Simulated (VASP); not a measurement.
Set up this calculation in VASP 6.6.1, as the native input.

```
Task                   : single point
Functional             : LDA
Potentials or basis    : VASP PAW LDA potentials, release 64 (Ti_sv, H)
Cutoff                 : 500 eV
k mesh                 : 8 × 8 × 8
Occupations            : gaussian, width 0.1 eV
Spin                   : no spin polarisation
Dipole correction      : no
Further INCAR settings : ALGO = Normal; EDIFF = 1e-06; NBANDS = 14
```

The structure of TiH lies in POSCAR:

```
TiH
1.0
    0.0000000000      2.0896972200      2.0896972200
    2.0896972200      0.0000000000      2.0896972200
    2.0896972200      2.0896972200      0.0000000000
Ti H
1 1
Direct
    0.0000000000      0.0000000000      0.0000000000
    0.5000000000      0.5000000000      0.5000000000
```

One way to write it, as run:

INCAR

```
SYSTEM = TiH
  ALGO = Normal
  EDIFF = 1E-6
  ENCUT = 500
  GGA_COMPAT = .False.
  ISIF = 2
  ISMEAR = 0
  LASPH = .True.
  LCHARG = .False.
  LREAL = .False.
  LWAVE = .False.
  NBANDS = 14
  NELM = 120
  PREC = Accurate
  SIGMA = 0.1
```

KPOINTS

```
k-points
0
Gamma
  8 8 8
  0 0 0
```

Potentials or basis: VASP PAW LDA potentials, release 64 (Ti_sv, H).

Run with:

```bash
$ cat potpaw_LDA.64/Ti_sv/POTCAR potpaw_LDA.64/H/POTCAR > POTCAR
$ mpirun -np 1 vasp_std > vasp.out
```

Results of the run:

```
Pressure : -7.4 GPa
```

It took 12 s on 1 thread of Intel Xeon 8259CL (shared host), peak memory 0.13 GiB.
